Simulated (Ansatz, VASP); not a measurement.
# One calculation of Pd, two programs

INCAR

```
PREC = Accurate ; ENCUT = 520
EDIFF = 1E-6 ; ISMEAR = -1
SIGMA = 0.05 ; LREAL = False
LASPH = True ; NELM = 150
ALGO = Normal ; ISIF = 2
LWAVE = False ; LCHARG = False
ISPIN = 2 ; MAGMOM = 0.387 0.387 0.395 0.395
LORBIT = 11 ; LMAXMIX = 4
GGA = RP ; NBANDS = 32
```

KPOINTS

```
regular mesh
0
Gamma
  14 14 4
```

Contents of POSCAR:

```
Pd
1.0
    2.7286057609      0.0000000000      0.0000000000
   -1.3643028805      2.3630419059      0.0000000000
    0.0000000000      0.0000000000      9.0251062535
Pd
4
Direct
    1.0000000000      1.0000000000      0.0000000000
    1.0000000000      1.0000000000      0.5000000000
    0.3333333333      0.6666666667      0.2500000000
    0.6666666667      0.3333333333      0.7500000000
```

Input for Ansatz:

```yaml
crystal:
  lattice:
    - [2.7286057609, 0.0, 0.0]
    - [-1.3643028805, 2.3630419059, 0.0]
    - [0.0, 0.0, 9.0251062535]
  atoms:
    - { symbol: Pd, position: [1.0, 1.0, 0.0], spin: 0.387 }
    - { symbol: Pd, position: [1.0, 1.0, 0.5], spin: 0.387 }
    - { symbol: Pd, position: [0.3333333333, 0.6666666667, 0.25], spin: 0.395 }
    - { symbol: Pd, position: [0.6666666667, 0.3333333333, 0.75], spin: 0.395 }
hamiltonian:
  xc: rpbe
  pseudopotentials:
    kind: paw
    azcp:
      Pd: "pseudopotentials/Pd.paw.azcp"
basis:
  ecutwfc: 420
  fft_grid_basis: typed
kpoints:
  mp_grid: { grid: [14, 14, 4], shift: [0, 0, 0] }
magnetization:
  spin_polarized: true
scf:
  occupations: { method: fermi_dirac, width: 0.05 }
  lower_state_search: "off"
output:
  stress: true
  write_density: true
  write_potential: true
  elf: true
  volumetric_format: npy
```

Alike in both runs: task single point; functional RPBE; k mesh 14 × 14 × 4; occupations fermi-dirac, width 0.05 eV; collinear spin.

```csv
,VASP,Ansatz
version,VASP 6.6.1,Ansatz 0.2.0
potentials or method,"VASP PAW PBE potentials, release 64 (Pd), cutoff 520 eV","plane waves (420 eV) with PAW, scalar-relativistic"
valence electrons in the cell,40,72
```

|  | VASP | Ansatz | Ansatz less VASP |
| --- | --- | --- | --- |
| pressure (GPa) | 15.3 | 15.6 | +0.33 |
| traceless stress, the component that is largest in VASP (GPa) | -0.91 | -0.90 | +0.013 |
| net moment per atom (μB) | 0.32 | 0.32 | -0.002 |
| size of the moment on the site where the two differ most (μB) | 0.32 | 0.33 | +0.007 |

VASP's potentials were made for PBE, not for RPBE. Site moments also hang on the region over which each program counts them. The functional is the same, so the differences come from potentials, cutoffs and numerics. VASP's potentials hold 40 valence electrons a cell and Ansatz's 72, so a difference there can come from the potentials and not from the codes.
